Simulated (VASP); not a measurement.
# SnTe (Fm-3m) in VASP: a series of runs, part 2 of 3

VASP 6.6.1. Earlier steps stand in the parts before.

**3. Single point, PBE, non-collinear spin, zero start, spin-orbit coupling**

This run uses another cell than the first one, of 32.44 Å³/atom.

File INCAR:

```
SYSTEM = SnTe
ALGO     = Normal         ! electronic algorithm
EDIFF    = 1E-6           ! SCF threshold, eV
ENCUT    = 520            ! plane-wave cutoff, eV
GGA      = PE             ! functional
GGA_COMPAT= .False.      
ISIF     = 2              ! what is computed and relaxed
ISMEAR   = -1             ! smearing method
LASPH    = .True.         ! aspherical terms in the spheres
LCHARG   = .True.         ! write CHGCAR
LORBIT   = 11             ! projections on sites
LORBMOM  = .True.       
LREAL    = .False.        ! projectors in reciprocal space
LSORBIT  = .True.         ! spin-orbit coupling
LVHAR    = .True.       
LWAVE    = .False.        ! write WAVECAR
MAGMOM   = 0 0 0 0 0 0    ! initial moments
NBANDS   = 32             ! bands
NELM     = 150            ! most SCF steps
PREC     = Accurate       ! precision mode
SIGMA    = 0.02           ! smearing width, eV
```

File KPOINTS:

```
k-points
0
Gamma
  8 8 8
  0 0 0
```

File POSCAR:

```
SnTe
1.0
    0.0000000000      3.1893545680      3.1893545680
    3.1893545680      0.0000000000      3.1893545680
    3.1893545680      3.1893545680      0.0000000000
Sn Te
1 1
Direct
    0.0000000000      0.0000000000      0.0000000000
    0.5000000000      0.5000000000      0.5000000000
```

Potentials or basis: VASP PAW PBE potentials, release 64 (Sn_d, Te).

The run is started by

```bash
$ cat potpaw_PBE.64/Sn_d/POTCAR potpaw_PBE.64/Te/POTCAR > POTCAR
$ mpirun -np 1 vasp_ncl > vasp.out
```

OUTCAR:

```text
SYSTEM = SnTe
   EDIFF = 1E-6
   ENCUT = 520
   GGA = PE
   ISIF = 2
   ISMEAR = -1
   LASPH = .True.
   LORBIT = 11
   LREAL = .False.
   LSORBIT = .True.
   NELM = 150
   PREC = Accurate

 ion  position               nearest neighbor table
   1  0.000  0.000  0.000-   2 3.19   2 3.19   2 3.19   2 3.19   2 3.19   2 3.19
   2  0.500  0.500  0.500-   1 3.19   1 3.19   1 3.19   1 3.19   1 3.19   1 3.19

  LATTYP: Found a face centered cubic cell.
 ALAT       =     6.3787091360

  Lattice vectors:

 A1 = (   0.0000000000,   3.1893545680,   3.1893545680)
 A2 = (   3.1893545680,   0.0000000000,   3.1893545680)
 A3 = (   3.1893545680,   3.1893545680,   0.0000000000)

Analysis of symmetry for initial positions (statically):
=====================================================================
 Subroutine PRICEL returns:
 Original cell was already a primitive cell.

 Routine SETGRP: Setting up the symmetry group for a
 face centered cubic supercell.

 Subroutine GETGRP returns: Found 48 space group operations
 (whereof 48 operations were pure point group operations)
 out of a pool of 48 trial point group operations.

The static configuration has the point symmetry O_h .

Analysis of symmetry for dynamics (positions and initial velocities):
=====================================================================
 Subroutine PRICEL returns:
 Original cell was already a primitive cell.

 Routine SETGRP: Setting up the symmetry group for a
 face centered cubic supercell.

 Subroutine GETGRP returns: Found 48 space group operations
 (whereof 48 operations were pure point group operations)
 out of a pool of 48 trial point group operations.

The dynamic configuration has the point symmetry O_h .

Analysis of structural, dynamic, and magnetic symmetry:
=====================================================================
 Subroutine PRICEL returns:
 Original cell was already a primitive cell.

 Routine SETGRP: Setting up the symmetry group for a
 face centered cubic supercell.

 Subroutine GETGRP returns: Found 48 space group operations
 (whereof 48 operations were pure point group operations)
 out of a pool of 48 trial point group operations.

The overall configuration has the point symmetry O_h .

 Subroutine INISYM returns: Found 48 space group operations
 (whereof 48 operations are pure point group operations),
 and found     1 'primitive' translations

----------------------------------------------------------------------------------------

                                     Primitive cell

  volume of cell :      64.8841

  direct lattice vectors                    reciprocal lattice vectors
     0.000000000  3.189354568  3.189354568    -0.156771531  0.156771531  0.156771531
     3.189354568  0.000000000  3.189354568     0.156771531 -0.156771531  0.156771531
     3.189354568  3.189354568  0.000000000     0.156771531  0.156771531 -0.156771531

  length of vectors
     4.510428485  4.510428485  4.510428485     0.271536258  0.271536258  0.271536258
[... 145 lines left out ...]
      5     -14.9547      1.00000
      6     -14.9547      1.00000
[... 829 lines left out ...]
     31      15.8361      0.00000
     32      15.8628      0.00000

 [... further k-points ...]
[... 5 lines left out ...]
  --------------------------------------------------------------------------------------
  -------------------------------------------------------------------------------------
  Total        0.2361371      0.2361371      0.2361371     -0.0000000      0.0000000     -0.0000000
  in kB        5.8309114      5.8309114      5.8309114     -0.0000000      0.0000000     -0.0000000
  external PRESSURE =       5.8309114 kB  Pullay stress =       0.0000000 kB

 VOLUME and BASIS-vectors are now :
 -----------------------------------------------------------------------------
  energy-cutoff  :      520.00
  volume of cell :       64.88
      direct lattice vectors                 reciprocal lattice vectors
     0.000000000  3.189354568  3.189354568    -0.156771531  0.156771531  0.156771531
     3.189354568  0.000000000  3.189354568     0.156771531 -0.156771531  0.156771531
     3.189354568  3.189354568  0.000000000     0.156771531  0.156771531 -0.156771531

 POSITION                                       TOTAL-FORCE (eV/Angst)
 -----------------------------------------------------------------------------------
      0.00000      0.00000      0.00000         0.000000     -0.000000     -0.000000
      3.18935      3.18935      3.18935        -0.000000      0.000000      0.000000
 -----------------------------------------------------------------------------------
    total drift:                               -0.000000      0.000000      0.000000

  FREE ENERGIE OF THE ION-ELECTRON SYSTEM (eV)
  ---------------------------------------------------
  free  energy   TOTEN  =        -7.7100112478 eV

  energy  without entropy=       -7.7099332558  energy(sigma->0) =       -7.70997225

 orbital moment (x)

 # of ion     p       d       tot
 ----------------------------------------
  1         0.000   0.000   0.000
  2        -0.000   0.000  -0.000
 ----------------------------------------
           -0.000   0.000  -0.000

 orbital moment (y)

 # of ion     p       d       tot
 ----------------------------------------
  1        -0.000   0.000  -0.000
  2        -0.000   0.000  -0.000
 ----------------------------------------
           -0.000   0.000  -0.000

 orbital moment (z)

 # of ion     p       d       tot
 ----------------------------------------
  1         0.000   0.000   0.000
  2         0.000  -0.000  -0.000
 ----------------------------------------
            0.000   0.000   0.000

 Spin-Orbit-Coupling matrix elements

 Ion:    1  E_soc:     -0.0960345
 l=   1
     0.0000000    -0.0098477    -0.0098477
    -0.0098477     0.0000000    -0.0098477
    -0.0098477    -0.0098477     0.0000000
 l=   2
     0.0000000    -0.0012203     0.0000000    -0.0012203    -0.0049377
    -0.0012203     0.0000000    -0.0037033    -0.0012203    -0.0012344
     0.0000000    -0.0037033     0.0000000    -0.0037033     0.0000000
    -0.0012203    -0.0012203    -0.0037033     0.0000000    -0.0012344
    -0.0049377    -0.0012344     0.0000000    -0.0012344     0.0000000
 l=   3
     0.0000000     0.0000000     0.0000000     0.0000000     0.0000000     0.0000000     0.0000000
     0.0000000     0.0000000     0.0000000     0.0000000     0.0000000     0.0000000     0.0000000
     0.0000000     0.0000000     0.0000000     0.0000000     0.0000000     0.0000000     0.0000000
     0.0000000     0.0000000     0.0000000     0.0000000     0.0000000     0.0000000     0.0000000
     0.0000000     0.0000000     0.0000000     0.0000000     0.0000000     0.0000000     0.0000000
     0.0000000     0.0000000     0.0000000     0.0000000     0.0000000     0.0000000     0.0000000
     0.0000000     0.0000000     0.0000000     0.0000000     0.0000000     0.0000000     0.0000000

 Ion:    2  E_soc:     -0.2050942
 l=   1
     0.0000000    -0.0341802    -0.0341802
    -0.0341802     0.0000000    -0.0341802
    -0.0341802    -0.0341802     0.0000000
 l=   2
     0.0000000    -0.0000115     0.0000000    -0.0000115     0.0000093
    -0.0000115     0.0000000     0.0000069    -0.0000115     0.0000023
     0.0000000     0.0000069     0.0000000     0.0000069     0.0000000
    -0.0000115    -0.0000115     0.0000069     0.0000000     0.0000023
     0.0000093     0.0000023     0.0000000     0.0000023     0.0000000
 l=   3
     0.0000000     0.0000000     0.0000000     0.0000000     0.0000000     0.0000000     0.0000000
     0.0000000     0.0000000     0.0000000     0.0000000     0.0000000     0.0000000     0.0000000
     0.0000000     0.0000000     0.0000000     0.0000000     0.0000000     0.0000000     0.0000000
     0.0000000     0.0000000     0.0000000     0.0000000     0.0000000     0.0000000     0.0000000
     0.0000000     0.0000000     0.0000000     0.0000000     0.0000000     0.0000000     0.0000000
     0.0000000     0.0000000     0.0000000     0.0000000     0.0000000     0.0000000     0.0000000
     0.0000000     0.0000000     0.0000000     0.0000000     0.0000000     0.0000000     0.0000000

 total charge

# of ion       s       p       d       tot
------------------------------------------
    1        1.370   0.715   9.979  12.064
    2        1.383   1.959   0.026   3.368
--------------------------------------------------
tot          2.753   2.673  10.006  15.432

 magnetization (x)

# of ion       s       p       d       tot
------------------------------------------
    1       -0.000   0.000   0.000  -0.000
    2       -0.000   0.000   0.000  -0.000
--------------------------------------------------
tot         -0.000   0.000   0.000  -0.000

 magnetization (y)

# of ion       s       p       d       tot
------------------------------------------
    1       -0.000  -0.000   0.000  -0.000
    2        0.000   0.000   0.000   0.000
--------------------------------------------------
tot         -0.000  -0.000   0.000  -0.000

 magnetization (z)

# of ion       s       p       d       tot
------------------------------------------
    1       -0.000   0.000   0.000  -0.000
    2        0.000   0.000   0.000   0.000
--------------------------------------------------
tot         -0.000   0.000   0.000  -0.000
```

Wall time 5.7 min (1 thread of Intel Xeon 8259CL, shared host); peak memory 0.43 GiB.

Results:

* Free energy: -7.7100 eV
* Pressure: 0.6 GPa
* Net moment: 0.00 μB per cell
* Valence electrons inside the program's atomic spheres: Sn 12.06; Te 3.37

Moments on the atoms (μB; x, y, z):
```
Sn  0.00 0.00 0.00
Te  0.00 0.00 0.00
```

(Continued in part 3 of 3.)
